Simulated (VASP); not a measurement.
# C (P6/mmm) in VASP: notebook, part 2 of 2

VASP 6.6.1. The steps go on from the part before.

### 5 Single point, PBE+D3(BJ) (strain along c alone, the other axes held: +3.0 %)

INCAR reads:

```
  PREC = Accurate
  ENCUT = 520
  EDIFF = 1E-6
  ISMEAR = 0
  SIGMA = 0.1
  LREAL = False
  LASPH = True
  NELM = 80
  ALGO = Normal
  ISIF = 2
  LWAVE = False
  LCHARG = True
  GGA = PE
  IVDW = 12
  LELF = True
  LVHAR = True
  NBANDS = 11
```

KPOINTS reads:

```
regular mesh
0
Gamma
  24 24 14
```

POSCAR reads:

```
C
1.0
    2.4647381471      0.0000000000      0.0000000000
   -1.2323690736      2.1345258491      0.0000000000
    0.0000000000      0.0000000000      3.6744491784
C
2
Direct
    0.3333333333      0.6666666667      0.0000000000
    0.6666666667      0.3333333333      0.0000000000
```

Started as:

```
> cat potpaw_PBE.64/C/POTCAR > POTCAR
> mpirun -np 1 vasp_std > vasp.out
```

Run time: 85 s. Hardware: 1 thread of Intel Xeon 8259CL, shared host; peak memory 0.2 GiB.

The run converged. Its results:

| Item | Value |
| --- | --- |
| Free energy | -18.7167 eV |
| Pressure | 0.2 GPa |
| Band gap on the k mesh | zero (bands 4 and 5 overlap by 0.77 eV) |
| Dispersion energy per atom | -0.140 eV |

Stress tensor (GPa, compression positive):
```
 0.74  0.00  0.00
 0.00  0.74  0.00
 0.00  0.00 -0.77
```

Levels at points of the mesh, in eV from the Fermi level:
| k point | band 1 | band 2 | band 3 | band 4 | band 5 | band 6 | band 7 | band 8 | band 9 |
| --- | --- | --- | --- | --- | --- | --- | --- | --- | --- |
| (0.00, 0.00, 0.00) | -19.59 | -6.98 | -3.03 | -3.03 | 3.67 | 8.31 | 8.31 | 11.56 | 12.44 |
| (0.50, 0.00, 0.00) | -14.32 | -13.27 | -6.42 | -1.93 | 2.26 | 7.30 | 10.85 | 11.14 | 18.14 |
| (0.00, 0.00, 0.50) | -19.45 | -8.19 | -3.02 | -3.02 | 8.36 | 8.36 | 8.63 | 11.36 | 12.64 |
| (0.50, 0.00, 0.50) | -14.22 | -13.19 | -6.40 | -2.76 | 1.16 | 7.49 | 13.02 | 15.71 | 18.55 |

Caveat: the cell differs from its parent crystal (strain along c alone, the other axes held: +3.0 %).

### 6 Single point, PBE+D3(BJ) (strain along c alone, the other axes held: +4.5 %)

INCAR reads:

```
SYSTEM = C
  ALGO = Normal
  EDIFF = 1E-6
  ENCUT = 520
  GGA = PE
  ISIF = 2
  ISMEAR = 0
  IVDW = 12
  LASPH = .True.
  LCHARG = .False.
  LREAL = .False.
  LWAVE = .False.
  NBANDS = 11
  NELM = 80
  PREC = Accurate
  SIGMA = 0.1
```

KPOINTS reads:

```
k-points
0
Gamma
  24 24 14
  0 0 0
```

Changes to POSCAR since step 5:

```diff
@@ -4,3 +4,3 @@
    -1.2323690736      2.1345258491      0.0000000000
-    0.0000000000      0.0000000000      3.6744491784
+    0.0000000000      0.0000000000      3.7279605742
 C
```

Potentials or basis: VASP PAW PBE potentials, release 64 (C).

Started as:

```
> cat potpaw_PBE.64/C/POTCAR > POTCAR
> mpirun -np 1 vasp_std > vasp.out
```

OUTCAR:

```text
SYSTEM = C
   EDIFF = 1E-6
   ENCUT = 520
   GGA = PE
   ISIF = 2
   ISMEAR = 0
   IVDW = 12
   LASPH = .True.
   LREAL = .False.
   NELM = 80
   PREC = Accurate
 IVDW          = 12

 ion  position               nearest neighbor table
   1  0.333  0.667  0.000-   2 1.42   2 1.42   2 1.42
   2  0.667  0.333  0.000-   1 1.42   1 1.42   1 1.42

  LATTYP: Found a hexagonal cell.
 ALAT       =     2.4647381471
 C/A-ratio  =     1.5125179032

  Lattice vectors:

 A1 = (   2.4647381471,   0.0000000000,   0.0000000000)
 A2 = (  -1.2323690736,   2.1345258491,   0.0000000000)
[... 522 lines left out ...]

 Edisp (eV)   -0.27562

 E8    (eV) :    -0.0771

  FORCE on cell =-STRESS in cart. coord.  units (eV):
  Direction    XX          YY          ZZ          XY          YZ          ZX
  --------------------------------------------------------------------------------------
  -------------------------------------------------------------------------------------
  Total       0.09569     0.09569    -0.12617    -0.00000     0.00000     0.00000
  in kB       7.81662     7.81662   -10.30673    -0.00000     0.00000     0.00000
  external pressure =        1.78 kB  Pullay stress =        0.00 kB

 VOLUME and BASIS-vectors are now :
 -----------------------------------------------------------------------------
  energy-cutoff  :      520.00
  volume of cell :       19.61
      direct lattice vectors                 reciprocal lattice vectors
     2.464738147  0.000000000  0.000000000     0.405722612  0.234244060  0.000000000
    -1.232369074  2.134525849  0.000000000     0.000000000  0.468488119  0.000000000
     0.000000000  0.000000000  3.727960574     0.000000000  0.000000000  0.268243180

 POSITION                                       TOTAL-FORCE (eV/Angst)
 -----------------------------------------------------------------------------------
     -0.00000      1.42302      0.00000         0.000000      0.000000      0.000000
      1.23237      0.71151      0.00000        -0.000000     -0.000000      0.000000
 -----------------------------------------------------------------------------------
    total drift:                                0.000000     -0.000000      0.000000

  FREE ENERGIE OF THE ION-ELECTRON SYSTEM (eV)
  ---------------------------------------------------
  free  energy   TOTEN  =       -18.7153041545 eV

  energy  without entropy=      -18.7152413644  energy(sigma->0) =      -18.71527276
```

Wall time 97 s (1 thread of Intel Xeon 8259CL, shared host); peak memory 0.2 GiB.

What came out:

```
Free energy                : -18.7153 eV
Pressure                   : 0.2 GPa
Band gap on the k mesh     : zero (bands 4 and 5 overlap by 0.70 eV)
Dispersion energy per atom : -0.138 eV
```

Stress tensor (GPa, compression positive):
```
 0.78  0.00  0.00
 0.00  0.78  0.00
 0.00  0.00 -1.03
```

Levels at points of the mesh, in eV from the Fermi level:
```tsv
k point	band 1	band 2	band 3	band 4	band 5	band 6	band 7	band 8
(0.00, 0.00, 0.00)	-19.58	-7.03	-3.03	-3.03	3.59	8.31	8.31	11.54
(0.50, 0.00, 0.00)	-14.32	-13.27	-6.42	-1.97	2.22	7.31	10.80	11.10
(0.00, 0.00, 0.50)	-19.46	-8.15	-3.02	-3.02	8.35	8.35	8.37	11.37
(0.50, 0.00, 0.50)	-14.23	-13.20	-6.40	-2.72	1.20	7.48	12.96	15.47
```

Caveat: the cell differs from its parent crystal (strain along c alone, the other axes held: +4.5 %).

### 7 The runs side by side

```tsv
cell	gap on the mesh (eV)	pressure (GPa)
a = 2.465, b = 2.465, c = 3.514 Å, angles 90.0, 90.0, 120.0°, 2 atoms	none	0.5
a = 2.465, b = 2.465, c = 3.567 Å, angles 90.0, 90.0, 120.0°, 2 atoms	none	0.4
a = 2.465, b = 2.465, c = 3.621 Å, angles 90.0, 90.0, 120.0°, 2 atoms	none	0.3
a = 2.465, b = 2.465, c = 3.674 Å, angles 90.0, 90.0, 120.0°, 2 atoms	none	0.2
a = 2.465, b = 2.465, c = 3.728 Å, angles 90.0, 90.0, 120.0°, 2 atoms	none	0.2
```

Alike in all rows: task single point; level PBE+D3(BJ); potentials or basis VASP PAW PBE potentials, release 64 (C); no spin polarisation; k mesh 24 × 24 × 14; cutoff (eV) 520; smearing gaussian 0.1 eV.

Total energies depend on the potentials used, so only differences within one code and one set of settings carry meaning.
